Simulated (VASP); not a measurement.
# Pd (Fm-3m) in VASP: notebook

The runs below take Pd through single point, relaxation of cell and atoms, with PBE.

Program: VASP 6.6.1. These are calculated values, not measurements. Logs are shortened: lines on timing, memory, paths and dates and some standing lists are left out, and cuts for length are marked.

### Step 1. The cell of the first run

The structure is cubic, space group Fm-3m (No. 225). The conventional cell has a = 3.942 Å, b = 3.942 Å, c = 3.942 Å, α = 90.00°, β = 90.00°, γ = 90.00°. Pd (site symmetry m-3m) has 12 Pd at 2.79 Å within 3.7 Å.

### Step 2. Single point, PBE

INCAR reads:

```
PREC     = Accurate       # precision mode
ENCUT    = 520            # plane-wave cutoff, eV
EDIFF    = 1E-7           # SCF threshold, eV
ISMEAR   = 0              # smearing method
SIGMA    = 0.1            # smearing width, eV
LREAL    = F              # projectors in reciprocal space
LASPH    = T              # aspherical terms in the spheres
NELM     = 80             # most SCF steps
ALGO     = Normal         # electronic algorithm
ISIF     = 2              # what is computed and relaxed
LWAVE    = F              # write WAVECAR
LCHARG   = T              # write CHGCAR
GGA      = PE             # functional
LELF     = T              # ELF
LVHAR    = T            
NBANDS   = 11             # bands
```

KPOINTS reads:

```
Automatic mesh
0
Gamma
  18 18 18
```

POSCAR reads:

```
Pd
1.0
    0.0000000000      1.9710868507      1.9710868507
    1.9710868507      0.0000000000      1.9710868507
    1.9710868507      1.9710868507      0.0000000000
Pd
1
Direct
    0.0000000000      0.0000000000      0.0000000000
```

Potentials or basis: VASP PAW PBE potentials, release 64 (Pd).

Command:

```
cat potpaw_PBE.64/Pd/POTCAR > POTCAR
mpirun -np 1 vasp_std > vasp.out
```

OUTCAR:

```text
PREC = Accurate
   ENCUT = 520
   EDIFF = 1E-7
   ISMEAR = 0
   LREAL = F
   LASPH = T
   NELM = 80
   ISIF = 2
   GGA = PE

 ion  position               nearest neighbor table
   1  0.000  0.000  0.000-

  LATTYP: Found a face centered cubic cell.
 ALAT       =     3.9421737014

  Lattice vectors:

 A1 = (   0.0000000000,   1.9710868507,   1.9710868507)
 A2 = (   1.9710868507,   0.0000000000,   1.9710868507)
 A3 = (   1.9710868507,   1.9710868507,   0.0000000000)

Analysis of symmetry for initial positions (statically):
=====================================================================
 Subroutine PRICEL returns:
 Original cell was already a primitive cell.

 Routine SETGRP: Setting up the symmetry group for a
 face centered cubic supercell.

 Subroutine GETGRP returns: Found 48 space group operations
 (whereof 48 operations were pure point group operations)
 out of a pool of 48 trial point group operations.

The static configuration has the point symmetry O_h .

Analysis of symmetry for dynamics (positions and initial velocities):
=====================================================================
 Subroutine PRICEL returns:
 Original cell was already a primitive cell.

 Routine SETGRP: Setting up the symmetry group for a
 face centered cubic supercell.

 Subroutine GETGRP returns: Found 48 space group operations
 (whereof 48 operations were pure point group operations)
 out of a pool of 48 trial point group operations.

The dynamic configuration has the point symmetry O_h .

 Subroutine INISYM returns: Found 48 space group operations
 (whereof 48 operations are pure point group operations),
 and found     1 'primitive' translations

----------------------------------------------------------------------------------------

                                     Primitive cell

  volume of cell :      15.3161

  direct lattice vectors                    reciprocal lattice vectors
     0.000000000  1.971086851  1.971086851    -0.253667158  0.253667158  0.253667158
     1.971086851  0.000000000  1.971086851     0.253667158 -0.253667158  0.253667158
     1.971086851  1.971086851  0.000000000     0.253667158  0.253667158 -0.253667158

  length of vectors
     2.787537757  2.787537757  2.787537757     0.439364406  0.439364406  0.439364406

  position of ions in fractional coordinates (direct lattice)
     0.000000000  0.000000000  0.000000000

[... 80 lines left out ...]
   NFREE  =      0    steps in history (QN), initial steepest desc. (CG)
   ISIF   =      2    stress and relaxation
   ISYM   =      2    0-nonsym 1-usesym 2-fastsym
   POTIM  = 0.5000    time-step for ionic-motion
   TEBEG  =    0.0;   TEEND  =   0.0 temperature during run
   PSTRESS=    0.0 pullay stress
   NELECT =      10.0000    total number of electrons
   NUPDOWN=      -1.0000    fix difference up-down
   EMIN   =  10.00;   EMAX   =-10.00  energy-range for DOS
   EFERMI =   0.00;   METHOD = LEGACY
   ISMEAR =     0;   SIGMA  =   0.10  broadening in eV -4-tet -1-fermi 0-gaus
   EFERMI_NEDOS =   21; number of points for ismear=-14 and -15
   IALGO  =     38    algorithm
   IMIX   =      4    mixing-type and parameters
     AMIX     =   0.40;   BMIX     =  1.00
     AMIX_MAG =   1.60;   BMIX_MAG =  1.00
  volume/ion in A,a.u.               =      15.32       103.36
  Fermi-wavevector in a.u.,A,eV,Ry     =   1.420231  2.683848 27.443725  2.017057
  Thomas-Fermi vector in A             =   2.541168
   LORBIT       =      0    0 simple, 1 ext, 2 COOP (PROOUT), +10 PAW based schemes
   GGA     = PE    functional components
   LHFCALC =     F    Hartree Fock is set to
   AEXX    =    0.0000 exact exchange contribution
   IVDW    =     0    specifies the selected vdW correction
   LEPSILON=     F    determine dielectric tensor
   LRPA    =     F    only Hartree local field effects (RPA)
 non-spin polarized calculation
 Gauss-broadening in eV      SIGMA  =   0.10
  energy-cutoff  :      520.00
  volume of cell :       15.32
 maximum number of plane-waves:       424
 NGX is ok and might be reduce to    24
   NGX = 11   NGY = 11   NGZ = 11

 number of electron      10.0000000 magnetization

 Free energy of the ion-electron system (eV)
  ---------------------------------------------------
  ext. energy  EPLUGINS =         0.00000000
  ---------------------------------------------------
  free energy    TOTEN  =        -5.22597536 eV

  energy without entropy =       -5.21374542  energy(sigma->0) =       -5.21986039

 E-fermi :   9.1542     XC(G=0): -12.9511

 val. band max:        9.1528501246   @ k =  -0.4444   0.3889   0.1111
 cond. band min:       9.1602190443   @ k =  -0.3889   0.3889   0.0556
 fundamental gap:      0.0073689197
 Fermi energy:         9.1542244223

 k-point     1 :       0.0000    0.0000    0.0000
  band No.  band energies     occupation
      1       2.3084      2.00000
      2       6.4866      2.00000
      3       6.4866      2.00000
      4       6.4866      2.00000
      5       8.0007      2.00000
      6       8.0007      2.00000
      7      26.3276      0.00000
      8      30.8911      0.00000
      9      30.8911      0.00000
     10      30.8911      0.00000
     11      35.4768      0.00000
[... 309 lines left out ...]
 k-point    24 :      -0.2222    0.0556    0.0000
  band No.  band energies     occupation
      1       3.9799      2.00000
      2       6.2816      2.00000
      3       6.7949      2.00000
      4       6.8261      2.00000
      5       7.8926      2.00000
      6       8.3863      2.00000
      7      23.7751      0.00000
      8      27.2647      0.00000
      9      30.9171      0.00000
     10      33.3852      0.00000
     11      33.6943      0.00000

 [... further k-points ...]

------------------------ aborting loop because EDIFF is reached ----------------------------------------

  FORCE on cell =-STRESS in cart. coord.  units (eV):
  Direction    XX          YY          ZZ          XY          YZ          ZX
  --------------------------------------------------------------------------------------
  -------------------------------------------------------------------------------------
  Total       -0.0280449     -0.0280449     -0.0280449      0.0000000      0.0000000      0.0000000
  in kB       -2.9337110     -2.9337110     -2.9337110      0.0000000      0.0000000      0.0000000
  external PRESSURE =      -2.9337110 kB  Pullay stress =       0.0000000 kB

 VOLUME and BASIS-vectors are now :
 -----------------------------------------------------------------------------
  energy-cutoff  :      520.00
  volume of cell :       15.32
      direct lattice vectors                 reciprocal lattice vectors
     0.000000000  1.971086851  1.971086851    -0.253667158  0.253667158  0.253667158
     1.971086851  0.000000000  1.971086851     0.253667158 -0.253667158  0.253667158
     1.971086851  1.971086851  0.000000000     0.253667158  0.253667158 -0.253667158

 POSITION                                       TOTAL-FORCE (eV/Angst)
 -----------------------------------------------------------------------------------
      0.00000      0.00000      0.00000        -0.000000      0.000000      0.000000
 -----------------------------------------------------------------------------------
    total drift:                               -0.000000      0.000000      0.000000

  FREE ENERGIE OF THE ION-ELECTRON SYSTEM (eV)
  ---------------------------------------------------
  free  energy   TOTEN  =        -5.2259753554 eV

  energy  without entropy=       -5.2137454171  energy(sigma->0) =       -5.21986039
```

OSZICAR:

```text
N       E                     dE             d eps       ncg     rms          rms(c)
DAV:   1     0.423175092052E+02    0.42318E+02   -0.52250E+03  4306   0.853E+02
DAV:   2    -0.491730669651E+01   -0.47235E+02   -0.45863E+02  4881   0.181E+02
DAV:   3    -0.549301020282E+01   -0.57570E+00   -0.57309E+00  5153   0.211E+01
DAV:   4    -0.549575264077E+01   -0.27424E-02   -0.27421E-02  5140   0.156E+00
DAV:   5    -0.549578478500E+01   -0.32144E-04   -0.32142E-04  5674   0.147E-01    0.696E+00
DAV:   6    -0.523739484150E+01    0.25839E+00   -0.11260E+00  5256   0.852E+00    0.339E+00
DAV:   7    -0.522916874011E+01    0.82261E-02   -0.11025E-02  5474   0.762E-01    0.182E+00
DAV:   8    -0.522597486296E+01    0.31939E-02   -0.96927E-04  5280   0.233E-01    0.613E-02
DAV:   9    -0.522597162787E+01    0.32351E-05   -0.32532E-05  5610   0.487E-02    0.191E-02
DAV:  10    -0.522597579957E+01   -0.41717E-05   -0.33926E-06  5230   0.170E-02    0.467E-03
DAV:  11    -0.522597537601E+01    0.42356E-06   -0.38990E-08  5136   0.195E-03    0.329E-04
DAV:  12    -0.522597535536E+01    0.20654E-07   -0.26872E-09  3465   0.462E-04
   1 F= -.52259754E+01 E0= -.52198604E+01  d E =-.122299E-01
```

Wall time 42 s (1 thread of AMD EPYC 7R13 (Zen 3), shared host); peak memory 0.13 GiB.

Results:

* Free energy: -5.2260 eV
* Pressure: -0.3 GPa
* Band gap on the k mesh: zero (band 5 reaches 9.43 eV, above the bottom of band 6 at 7.94 eV)

Levels at points of the mesh, in eV from the Fermi level:
```csv
k point,band 3,band 4,band 5,band 6,band 7,band 8
"(0.00, 0.00, 0.00)",-2.67,-2.67,-1.15,-1.15,17.17,21.74
"(0.50, 0.00, 0.00)",-2.71,-0.02,-0.02,1.10,7.03,16.52
"(0.50, 0.50, 0.00)",-0.05,0.27,0.27,3.36,10.39,13.01
```

### Step 3. Relaxation of cell and atoms, PBE

This run uses another cell than the first one, of 15.39 Å³/atom, 1.005 times its volume.

INCAR reads:

```
SYSTEM = Pd
  PREC = Accurate
  ENCUT = 600
  EDIFF = 1E-7
  ISMEAR = 0
  SIGMA = 0.1
  LREAL = .False.
  LASPH = .True.
  NELM = 100
  ALGO = Normal
  ISIF = 3
  LWAVE = .False.
  LCHARG = .False.
  GGA = PE
  IBRION = 2
  NSW = 80
  EDIFFG = -0.01
```

KPOINTS reads:

```
regular mesh
0
Gamma
  18 18 18
  0 0 0
```

POSCAR reads:

```
Pd
1.0
    0.0000000000      1.9740941822      1.9740941822
    1.9740941822      0.0000000000      1.9740941822
    1.9740941822      1.9740941822      0.0000000000
Pd
1
Direct
    0.0000000000      0.0000000000      0.0000000000
```

Potentials or basis: VASP PAW PBE potentials, release 64 (Pd).

Command:

```
cat potpaw_PBE.64/Pd/POTCAR > POTCAR
mpirun -np 1 vasp_std > vasp.out
```

It took 60 s on 1 thread of AMD EPYC 7R13 (Zen 3), shared host; peak memory 0.14 GiB.

The run converged. Its results:

| Item | Value |
| --- | --- |
| Free energy | -5.2262 eV |
| Relaxed volume | 15.28 Å³/atom |
| Relaxed cell | a = 2.786 Å, b = 2.786 Å, c = 2.786 Å, α = 60.00°, β = 60.00°, γ = 60.00° |
| Space group after relaxing (to 0.05 Å) | Fm-3m (No. 225) |
| Energy gained by relaxing | 0.4 meV/atom |
| Ionic steps | 3 |
| Pressure after relaxing | 0.0 GPa |
| Band gap on the k mesh | zero (band 5 reaches 9.46 eV, above the bottom of band 6 at 7.97 eV) |

The path:
| step | energy change (eV) | largest force (eV/Å) | pressure (GPa) | volume (Å³) |
| --- | --- | --- | --- | --- |
| 1 | 0.0000 | 0.0000 | -1.09 | 15.39 |
| 2 | 0.0002 | 0.0000 | 1.50 | 15.15 |
| 3 | -0.0004 | 0.0000 | 0.01 | 15.28 |

Final structure:
```
CELL_PARAMETERS angstrom
0.00000 1.96973 1.96973
1.96973 0.00000 1.96973
1.96973 1.96973 0.00000
ATOMIC_POSITIONS crystal
Pd 0.00000 0.00000 0.00000
```

Levels at points of the mesh, in eV from the Fermi level:
| k point | band 1 | band 2 | band 3 | band 4 | band 5 | band 6 | band 7 | band 8 | band 9 |
| --- | --- | --- | --- | --- | --- | --- | --- | --- | --- |
| (0.00, 0.00, 0.00) | -6.86 | -2.68 | -2.68 | -2.68 | -1.16 | -1.16 | 17.18 | 21.75 | 21.75 |
| (0.50, 0.00, 0.00) | -5.02 | -2.72 | -2.72 | -0.02 | -0.02 | 1.10 | 7.05 | 16.52 | 20.76 |
| (0.50, 0.50, 0.00) | -5.09 | -4.82 | -0.05 | 0.27 | 0.27 | 3.36 | 10.41 | 13.02 | 13.02 |
